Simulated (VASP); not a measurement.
Crystal: B.

```
B
1.0
     2.04443    0.00000    0.00000
     0.00000    2.04443    0.00000
     0.00000    0.00000    2.37655
B
2
Direct
  0.50000 0.50000 0.74632
  0.50000 0.50000 0.25368
```

The cell was built from a structure type or drawn by symmetry, and may not be a known phase.

| Quantity | Value |
| --- | --- |
| Program | VASP 6.6.1 |
| Task | relaxation of cell and atoms |
| Functional | PBE |
| Potentials or basis | VASP PAW PBE potentials, release 64 (B) |
| Cutoff | 600 eV |
| k mesh | 8 × 8 × 8 |
| Occupations | gaussian, width 0.1 eV |
| Spin | no spin polarisation |

At the start: pressure 360.9 GPa; volume 4.97 Å³/atom.

Question: Where does the relaxation end?

Answer: Over 28 steps the energy falls by 3898.3 meV/atom and the volume is 7.20 Å³/atom (+44.9 %); space group P4/mmm (No. 123, to 0.1 Å) before and after.

Step by step:
```tsv
step	energy change (eV)	largest force (eV/Å)	pressure (GPa)	volume (Å³)
1	0.0000	4.5584	360.90	9.93
2	-5.5010	0.0536	-34.40	27.74
3	-5.7957	0.2933	-35.84	26.19
4	-6.0297	0.6135	-35.42	24.90
5	-6.5366	4.1873	-18.30	19.36
6	-6.4920	2.4482	-27.37	21.18
7	-6.5182	2.7918	-25.65	20.75
8	-7.4484	1.0107	-17.69	16.91
9	-7.4730	1.0134	-21.79	17.37
10	-7.4769	0.9753	-23.64	17.62
11	-7.6741	0.1142	15.61	14.12
12	-7.7123	0.2654	1.13	15.00
13	-7.7506	1.0713	1.31	14.89
14	-7.7672	0.5431	0.70	14.93
15	-7.7820	0.2261	-2.48	14.97
16	-7.7839	0.0762	-4.05	14.99
17	-7.7892	0.0275	-0.34	14.65
18	-7.7892	0.0321	-0.14	14.63
19	-7.7904	0.1338	1.04	14.53
20	-7.7906	0.2461	1.83	14.47
21	-7.7909	0.2662	1.90	14.45
22	-7.7915	0.3112	2.11	14.41
23	-7.7925	0.2786	1.79	14.41
24	-7.7948	0.1841	0.82	14.43
25	-7.7962	0.0002	-1.19	14.46
26	-7.7963	0.0255	-0.91	14.45
27	-7.7964	0.0149	-0.71	14.44
28	-7.7965	0.0071	-0.22	14.40
```

Final structure:
```
CELL_PARAMETERS angstrom
1.84243 0.00000 0.00000
0.00000 1.84243 0.00000
0.00000 0.00000 4.24115
ATOMIC_POSITIONS crystal
B 0.50000 0.50000 0.79267
B 0.50000 0.50000 0.20733
```

Caveat: the k points lie up to 0.43 Å⁻¹ apart in the final cell, too coarse for converged energies and pressures of a metal; the volume moved by over 15 % at a fixed basis, so the end points are rough.
